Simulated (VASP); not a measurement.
A run of VASP 6.6.1 is set up as follows.

Contents of INCAR:

```
PREC = Accurate
ENCUT = 520
EDIFF = 1E-7
ISMEAR = 0
SIGMA = 0.1
LREAL = False
LASPH = True
NELM = 80
ALGO = Normal
ISIF = 2
LWAVE = False
LCHARG = False
GGA = PE
NBANDS = 21
```

File KPOINTS:

```
regular mesh
0
Gamma
  6 6 6
```

Contents of POSCAR:

```
SiC
1.0
    4.9132015165      0.0000000000      0.0000000000
   -2.4566007582      4.2549573272      0.0000000000
    0.0000000000      0.0000000000      2.9961199183
Si C
3 3
Direct
    0.6147472453      0.0000000000      0.6666666667
    0.0000000000      0.6147472453      0.3333333333
    0.3852527547      0.3852527547      0.0000000000
    0.3723103625      0.0000000000      0.1666666667
    0.0000000000      0.3723103625      0.8333333333
    0.6276896375      0.6276896375      0.5000000000
```

Potentials or basis: VASP PAW PBE potentials, release 64 (Si, C).

Command:

```console
$ cat potpaw_PBE.64/Si/POTCAR potpaw_PBE.64/C/POTCAR > POTCAR
$ mpirun -np 1 vasp_std > vasp.out
```

(1) What does it give for the pressure?

(2) Estimate the largest force.

(3) Estimate the band gap on the k mesh.

## Answers

(1) 0.0 GPa.

(2) 0.005 eV/Å.

(3) 1.43 eV, indirect (least direct gap 3.02 eV).
